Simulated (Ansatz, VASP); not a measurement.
## Two plane-wave programs on CuI

```
Cu I
1.0
     0.00000    3.00875    3.00875
     3.00875    0.00000    3.00875
     3.00875    3.00875    0.00000
Cu I
1 1
Cartesian
  1.5044 1.5044 1.5044
  0.0000 0.0000 0.0000
```

Alike in both runs: task single point; functional PBE; k mesh 6 × 6 × 6; no spin polarisation.

```csv
,VASP,Ansatz
version,VASP 6.6.1,Ansatz 0.2.0
potentials or method,"VASP PAW PBE potentials, release 64 (Cu, I)","plane waves, PAW"
plane-wave cutoff (eV),600,420
occupations,"gaussian, width 0.01 eV",fixed
valence electrons in the cell,18,36
```

Ansatz gave:

- gap on the k mesh at the Fermi level (eV): 1.18
- pressure (GPa): 1.3

Task: What did VASP give for the same quantities?

Result: gap on the k mesh at the Fermi level (eV): 1.20; pressure (GPa): 1.3.

VASP's potentials hold 18 valence electrons a cell and Ansatz's 36, so a difference there can come from the potentials and not from the codes.

Neither program's run includes spin-orbit coupling.
